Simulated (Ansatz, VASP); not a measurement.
## TiC: VASP beside Ansatz

```
CELL_PARAMETERS angstrom
0.00000 2.22892 2.16400
2.22892 0.00000 2.16400
2.22892 2.22892 0.00000
ATOMIC_POSITIONS crystal
Ti 0.00000 0.00000 0.00000
C 0.50000 0.50000 0.50000
```

Change from the starting cell: strain +0.030 along x and y, +0.000 along z, atoms carried along.

Alike in both runs: task single point; functional PBE; k mesh 18 × 18 × 18; occupations gaussian, width 0.15 eV; no spin polarisation.

|  | VASP | Ansatz |
| --- | --- | --- |
| version | VASP 6.6.1 | Ansatz 0.2.0 |
| potentials or method | VASP PAW PBE potentials, release 64 (Ti_sv, C), cutoff 520 eV | scalar-relativistic, plane waves, PAW |
| valence electrons in the cell | 16 | 16 |

|  | VASP | Ansatz | Ansatz less VASP |
| --- | --- | --- | --- |
| gap on the k mesh at the Fermi level (eV) | none | none | - |
| pressure (GPa) | -12.0 | -12.1 | -0.11 |
| traceless stress, the component that is largest in VASP (GPa) | 6.24 | 6.17 | -0.066 |

A gap of «none» marks a metal or a gap that the smearing closes.
